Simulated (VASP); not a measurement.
# Au12I in VASP: single point with PBE

Aim: the single point of Au12I with PBE.

All numbers are computed with VASP 6.6.1; they aren't measurements. Logs are shortened: lines on timing, memory, paths and dates and some standing lists are left out, and cuts for length are marked.

### Step 1. The cell of the first run

The cell holds a slab with vacuum, 13 atoms: a = 5.770 Å, b = 5.770 Å, c = 16.711 Å, α = 90.00°, β = 90.00°, γ = 60.00°.

### Step 2. Single point, PBE

The input, INCAR:

```
SYSTEM = Au12I
  PREC = Accurate
  ENCUT = 520
  EDIFF = 1E-6
  ISMEAR = -1
  SIGMA = 0.05
  LREAL = .FALSE.
  LASPH = .TRUE.
  NELM = 80
  ALGO = Normal
  ISIF = 2
  LWAVE = .FALSE.
  LCHARG = .FALSE.
  GGA = PE
  NBANDS = 82
```

The input, KPOINTS:

```
regular mesh
0
G
  3 3 1
  0 0 0
```

The input, POSCAR:

```
Au12I
1.0
    5.7699910000      0.0000000000      0.0000000000
    2.8849960000      4.9969590000      0.0000000000
    0.0000000000      0.0000000000     16.7111780000
Au I
12 1
Direct
    0.1666696938      0.1666613634      0.0598401860
    0.6666704737      0.1666613634      0.0598401860
    0.1666679892      0.6666654659      0.0598401860
    0.6666687691      0.6666654659      0.0598401860
   -0.1787518727      0.3407272303      0.2163342405
    0.3342331649      0.3173930384      0.2227491084
   -0.2039126691      0.8454341931      0.2278714283
    0.2890556499      0.8113534652      0.2455362512
   -0.0422024181      0.0828103653      0.3730137995
    0.4531085036      0.0534725220      0.3891347456
   -0.0327420595      0.5684657409      0.3963813921
    0.4621200768      0.5378070943      0.3904811498
    0.7730937185      0.3992228073      0.5347618223
```

Potentials or basis: VASP PAW PBE potentials, release 64 (Au, I).

The run is started by

```
cat potpaw_PBE.64/Au/POTCAR potpaw_PBE.64/I/POTCAR > POTCAR
mpirun -np 1 vasp_std > vasp.out
```

OUTCAR:

```text
SYSTEM = Au12I
   PREC = Accurate
   ENCUT = 520
   EDIFF = 1E-6
   ISMEAR = -1
   LREAL = .FALSE.
   LASPH = .TRUE.
   NELM = 80
   ISIF = 2
   GGA = PE

 ion  position               nearest neighbor table
   1  0.167  0.167  0.060-   3 2.88   4 2.88   2 2.88   2 2.89   4 2.89   3 2.89   5 3.13   6 3.15
                             8 3.59
   2  0.667  0.167  0.060-   3 2.88   4 2.88   1 2.88   1 2.89   3 2.89   4 2.89   5 3.09   6 3.19
                             7 3.24
   3  0.167  0.667  0.060-   2 2.88   1 2.88   4 2.88   4 2.89   2 2.89   1 2.89   6 3.23   7 3.36
                             8 3.38
   4  0.667  0.667  0.060-   2 2.88   1 2.88   3 2.88   3 2.89   1 2.89   2 2.89   5 3.08   7 3.21

   5  0.821  0.341  0.216-   7 2.85   6 2.88   6 2.90   9 2.92   8 2.93   7 2.94   8 2.95   4 3.08
                             2 3.09   1 3.13  12 3.42  11 3.55
   6  0.334  0.317  0.223-   7 2.70   8 2.76   5 2.88   5 2.90   7 3.08  10 3.08   8 3.08   1 3.15
                             2 3.19   3 3.23  12 3.31  11 3.45
   7  0.796  0.845  0.228-   6 2.70   8 2.77   5 2.85   5 2.94   8 3.04   6 3.08  11 3.14   9 3.15
                            10 3.20   4 3.21   2 3.24   3 3.36
   8  0.289  0.811  0.246-   6 2.76   9 2.77   7 2.77  12 2.79   5 2.93   5 2.95   7 3.04   6 3.08
                            10 3.15   3 3.38   1 3.59
   9  0.958  0.083  0.373-  12 2.77   8 2.77  10 2.79  11 2.86   5 2.92  11 2.97  10 3.01  12 3.05
                            13 3.14   7 3.15
  10  0.453  0.053  0.389-   9 2.79  12 2.82  11 2.89  11 2.89  12 2.95   9 3.01   6 3.08   8 3.15
                             7 3.20
  11  0.967  0.568  0.396-  12 2.77   9 2.86  10 2.89  10 2.89  13 2.94   9 2.97  12 3.01   7 3.14
                             6 3.45   5 3.55
  12  0.462  0.538  0.390-   9 2.77  11 2.77   8 2.79  10 2.82  13 2.87  10 2.95  11 3.01   9 3.05
                             6 3.31   5 3.42
  13  0.773  0.399  0.535-  12 2.87  11 2.94   9 3.14

  LATTYP: Found a hexagonal cell.
 ALAT       =     5.7699914357
 C/A-ratio  =     2.8962223231

  Lattice vectors:

 A1 = (  -2.8849960000,  -4.9969590000,   0.0000000000)
 A2 = (   5.7699910000,   0.0000000000,   0.0000000000)
 A3 = (   0.0000000000,   0.0000000000,  16.7111780000)

Analysis of symmetry for initial positions (statically):
=====================================================================
 Subroutine PRICEL returns:
 Original cell was already a primitive cell.

 Routine SETGRP: Setting up the symmetry group for a
 hexagonal supercell.

 Subroutine GETGRP returns: Found  1 space group operations
 (whereof  1 operations were pure point group operations)
 out of a pool of 24 trial point group operations.

The static configuration has the point symmetry C_1 .

Analysis of symmetry for dynamics (positions and initial velocities):
=====================================================================
 Subroutine PRICEL returns:
 Original cell was already a primitive cell.

 Routine SETGRP: Setting up the symmetry group for a
 hexagonal supercell.

 Subroutine GETGRP returns: Found  1 space group operations
 (whereof  1 operations were pure point group operations)
 out of a pool of 24 trial point group operations.

The dynamic configuration has the point symmetry C_1 .

 Subroutine INISYM returns: Found  1 space group operations
 (whereof  1 operations are pure point group operations),
 and found     1 'primitive' translations

----------------------------------------------------------------------------------------

                                     Primitive cell

  volume of cell :     481.8235

  direct lattice vectors                    reciprocal lattice vectors
     5.769991000  0.000000000  0.000000000     0.173310496 -0.100060874  0.000000000
     2.884996000  4.996959000  0.000000000     0.000000000  0.200121714  0.000000000
     0.000000000  0.000000000 16.711178000     0.000000000  0.000000000  0.059840186

  length of vectors
     5.769991000  5.769991436 16.711178000     0.200121729  0.200121714  0.059840186

  position of ions in fractional coordinates (direct lattice)
     0.166669694  0.166661363  0.059840186
     0.666670474  0.166661363  0.059840186
     0.166667989  0.666665466  0.059840186
     0.666668769  0.666665466  0.059840186
     0.821248127  0.340727230  0.216334240
     0.334233165  0.317393038  0.222749108
     0.796087331  0.845434193  0.227871428
     0.289055650  0.811353465  0.245536251
     0.957797582  0.082810365  0.373013800
     0.453108504  0.053472522  0.389134746
     0.967257940  0.568465741  0.396381392
     0.462120077  0.537807094  0.390481150
     0.773093719  0.399222807  0.534761822

  ion indices of the primitive-cell ions
   primitive index   ion index
                 1           1
                 2           2
                 3           3
                 4           4
                 5           5
                 6           6
                 7           7
                 8           8
                 9           9
                10          10
                11          11
                12          12
                13          13

----------------------------------------------------------------------------------------

 KPOINTS: regular mesh

Automatic generation of k-mesh.
 Grid dimensions read from file:
 generate k-points for:    3    3    1

 Generating k-lattice:

  Cartesian coordinates                     Fractional coordinates (reciprocal lattice)
     0.057770165 -0.033353625  0.000000000     0.333333333  0.000000000  0.000000000
     0.000000000  0.066707238  0.000000000     0.000000000  0.333333333  0.000000000
     0.000000000  0.000000000  0.059840186     0.000000000  0.000000000  1.000000000

  Length of vectors
     0.066707243  0.066707238  0.059840186

  Shift w.r.t. Gamma in fractional coordinates (k-lattice)
     0.000000000  0.000000000  0.000000000

 Subroutine IBZKPT returns following result:
 ===========================================

 Found      5 irreducible k-points:

 Following reciprocal coordinates:
            Coordinates               Weight
  0.000000  0.000000  0.000000      1.000000
  0.333333 -0.000000  0.000000      2.000000
  0.333333  0.333333  0.000000      2.000000
  0.000000  0.333333  0.000000      2.000000
 -0.333333  0.333333  0.000000      2.000000
   k-points           NKPTS =      5   k-points in BZ     NKDIM =      5   number of bands    NBANDS=     82
   number of dos      NEDOS =    301   number of ions     NIONS =     13
   total plane-waves  NPLWV = 290304
   dimension x,y,z NGX =    48 NGY =   48 NGZ =  126
   dimension x,y,z NGXF=    96 NGYF=   96 NGZF=  252
   ions per type =              12   1
   NGX,Y,Z   is equivalent  to a cutoff of  13.83, 13.83, 12.53 a.u.
   NGXF,Y,Z  is equivalent  to a cutoff of  27.66, 27.66, 25.07 a.u.
 SYSTEM =  Au12I
   PREC   = accura    normal or accurate (medium, high low for compatibility)
   ISTART =      0    job   : 0-new  1-cont  2-samecut
   ICHARG =      2    charge: 1-file 2-atom 10-const
   ISPIN  =      1    spin polarized calculation?
   LNONCOLLINEAR =      F non collinear calculations
   LSORBIT =      F    spin-orbit coupling
   LASPH  =      T    aspherical Exc in radial PAW
   ENCUT  =  520.0 eV  38.22 Ry    6.18 a.u.  10.73 10.73 31.07*2*pi/ulx,y,z
   NELM   =     80;   NELMIN=  2; NELMDL= -5     # of ELM steps
   EDIFF  = 0.1E-05   stopping-criterion for ELM
   LREAL  =      F    real-space projection
   EDIFFG = 0.1E-04   stopping-criterion for IOM
   NSW    =      0    number of steps for IOM
   IBRION =     -1    ionic relax: 0-MD 1-quasi-New 2-CG
   NFREE  =      0    steps in history (QN), initial steepest desc. (CG)
   ISIF   =      2    stress and relaxation
   ISYM   =      2    0-nonsym 1-usesym 2-fastsym
   POTIM  = 0.5000    time-step for ionic-motion
   TEBEG  =    0.0;   TEEND  =   0.0 temperature during run
   PSTRESS=    0.0 pullay stress
   NELECT =     139.0000    total number of electrons
   NUPDOWN=      -1.0000    fix difference up-down
   EMIN   =  10.00;   EMAX   =-10.00  energy-range for DOS
   EFERMI =   0.00;   METHOD = LEGACY
   ISMEAR =    -1;   SIGMA  =   0.05  broadening in eV -4-tet -1-fermi 0-gaus
   EFERMI_NEDOS =   21; number of points for ismear=-14 and -15
   IALGO  =     38    algorithm
   IMIX   =      4    mixing-type and parameters
     AMIX     =   0.40;   BMIX     =  1.00
     AMIX_MAG =   1.60;   BMIX_MAG =  1.00
  volume/ion in A,a.u.               =      37.06       250.12
  Fermi-wavevector in a.u.,A,eV,Ry     =   1.081726  2.044165 15.920588  1.170130
  Thomas-Fermi vector in A             =   2.217749
   LORBIT       =      0    0 simple, 1 ext, 2 COOP (PROOUT), +10 PAW based schemes
   GGA     = PE    functional components
   LHFCALC =     F    Hartree Fock is set to
   AEXX    =    0.0000 exact exchange contribution
   IVDW    =     0    specifies the selected vdW correction
   LEPSILON=     F    determine dielectric tensor
   LRPA    =     F    only Hartree local field effects (RPA)
 non-spin polarized calculation
  energy-cutoff  :      520.00
  volume of cell :      481.82
 maximum number of plane-waves:     13047
 NGX is ok and might be reduce to    48
   NGX = 21   NGY = 21   NGZ = 63

 number of electron     139.0000014 magnetization

 Free energy of the ion-electron system (eV)
  ---------------------------------------------------
  ext. energy  EPLUGINS =         0.00000000
  ---------------------------------------------------
  free energy    TOTEN  =       -37.62847756 eV

  energy without entropy =      -37.56685096  energy(sigma->0) =      -37.59766426

 E-fermi :   1.7480     XC(G=0):  -7.3195

 val. band max:        1.7238256277   @ k =  -0.3333   0.3333   0.0000
 cond. band min:       1.7761590912   @ k =   0.0000   0.3333   0.0000
 fundamental gap:      0.0523334636
 Fermi energy:         1.7479710458

 k-point     1 :       0.0000    0.0000    0.0000
  band No.  band energies     occupation
      1     -10.7871      2.00000
      2      -6.5821      2.00000
      3      -5.6208      2.00000
      4      -5.1729      2.00000
      5      -4.6114      2.00000
      6      -4.5820      2.00000
[... 73 lines left out ...]
     80       5.1615      0.00000
     81       5.4708      0.00000

 k-point     2 :       0.3333   -0.0000    0.0000
  band No.  band energies     occupation
      1     -10.7676      2.00000
      2      -5.7795      2.00000
      3      -4.8575      2.00000
      4      -4.5668      2.00000
      5      -4.4763      2.00000
      6      -4.2646      2.00000
[... 73 lines left out ...]
     80       6.1619      0.00000
     81       6.3985      0.00000

 k-point     3 :       0.3333    0.3333    0.0000
  band No.  band energies     occupation
      1     -10.7676      2.00000
      2      -5.8005      2.00000
      3      -4.8992      2.00000
      4      -4.5759      2.00000
      5      -4.4577      2.00000
      6      -4.2814      2.00000
[... 73 lines left out ...]
     80       6.2170      0.00000
     81       6.3274      0.00000

 k-point     4 :       0.0000    0.3333    0.0000
  band No.  band energies     occupation
      1     -10.7701      2.00000
      2      -5.7816      2.00000
      3      -4.8757      2.00000
      4      -4.5733      2.00000
      5      -4.4612      2.00000
      6      -4.2912      2.00000
[... 73 lines left out ...]
     80       6.3250      0.00000
     81       6.3909      0.00000

 k-point     5 :      -0.3333    0.3333    0.0000
  band No.  band energies     occupation
      1     -10.7593      2.00000
      2      -4.7459      2.00000
      3      -4.4722      2.00000
      4      -4.3281      2.00000
      5      -4.0074      2.00000
      6      -3.8236      2.00000
[... 73 lines left out ...]
     80       6.6729      0.00000
     81       6.8081      0.00000
 [bands above 81 left out]

------------------------ aborting loop because EDIFF is reached ----------------------------------------

  FORCE on cell =-STRESS in cart. coord.  units (eV):
  Direction    XX          YY          ZZ          XY          YZ          ZX
  --------------------------------------------------------------------------------------
  -------------------------------------------------------------------------------------
  Total      -12.3732865    -12.8931298     -0.8193588     -1.0251159      0.4311390      0.0850011
  in kB      -41.1441094    -42.8727112     -2.7245620     -3.4087532      1.4336394      0.2826489
  external PRESSURE =     -28.9137942 kB  Pullay stress =       0.0000000 kB

 VOLUME and BASIS-vectors are now :
 -----------------------------------------------------------------------------
  energy-cutoff  :      520.00
  volume of cell :      481.82
      direct lattice vectors                 reciprocal lattice vectors
     5.769991000  0.000000000  0.000000000     0.173310496 -0.100060874  0.000000000
     2.884996000  4.996959000  0.000000000     0.000000000  0.200121714  0.000000000
     0.000000000  0.000000000 16.711178000     0.000000000  0.000000000  0.059840186

 POSITION                                       TOTAL-FORCE (eV/Angst)
 -----------------------------------------------------------------------------------
      1.44250      0.83280      1.00000         0.035105     -0.077974      0.066936
      4.32750      0.83280      1.00000        -0.058305     -0.066843      0.063321
      2.88500      3.33130      1.00000         0.039537      0.047679      0.045677
      5.77000      3.33130      1.00000        -0.017454      0.089064      0.101840
      5.72159      1.70260      3.61520         0.042030      0.073547     -0.157325
      2.84420      1.58600      3.72240        -0.623351      0.157319      0.018092
      7.03249      4.22460      3.80800        -0.132421     -0.546799      0.077765
      4.00860      4.05430      4.10320         0.819827      0.267441     -0.420627
      5.76539      0.41380      6.23350        -0.295400     -0.557143      0.441513
      2.76870      0.26720      6.50290         0.226626     -0.220079     -0.276945
      7.22109      2.84060      6.62400        -0.085454      0.332656     -0.116193
      4.21800      2.68740      6.52540         0.046115      0.501025      0.238152
      5.61250      1.99490      8.93650         0.003145      0.000105     -0.082207
 -----------------------------------------------------------------------------------
    total drift:                                0.000196     -0.000238     -0.000310

  FREE ENERGIE OF THE ION-ELECTRON SYSTEM (eV)
  ---------------------------------------------------
  free  energy   TOTEN  =       -37.6284775628 eV

  energy  without entropy=      -37.5668509620  energy(sigma->0) =      -37.59766426
```

Wall time 14 min (1 thread of Intel Xeon 8259CL, shared host); peak memory 0.69 GiB.

Results:

| Item | Value |
| --- | --- |
| Free energy | -37.6285 eV |
| Largest force | 0.959 eV/Å |
| Band gap on the k mesh | zero (an odd number of electrons rules out a gap without spin polarisation) |

Forces in eV/Å, atoms in the order of the input:
```
Au   0.035 -0.078  0.067
Au  -0.058 -0.067  0.063
Au   0.040  0.048  0.046
Au  -0.017  0.089  0.102
Au   0.042  0.074 -0.157
Au  -0.623  0.157  0.018
Au  -0.132 -0.547  0.078
Au   0.820  0.267 -0.421
Au  -0.295 -0.557  0.442
Au   0.227 -0.220 -0.277
Au  -0.085  0.333 -0.116
Au   0.046  0.501  0.238
I    0.003  0.000 -0.082
```

Levels at points of the mesh, in eV from the Fermi level:
| k point | band 65 | band 66 | band 67 | band 68 | band 69 | band 70 | band 71 | band 72 | band 73 | band 74 |
| --- | --- | --- | --- | --- | --- | --- | --- | --- | --- | --- |
| (0.00, 0.00, 0.00) | -1.47 | -1.32 | -1.19 | 0.23 | 0.38 | 0.62 | 0.88 | 1.16 | 1.29 | 1.34 |

Caveat: the k points lie up to 0.42 Å⁻¹ apart, too coarse for converged energies and pressures of a metal; the atoms stand as in a frame of molecular dynamics; spin-orbit coupling is left out, which moves the levels of the heavy elements; an odd number of electrons without spin polarisation forces a metal; a magnetic or distorted state may lie lower.
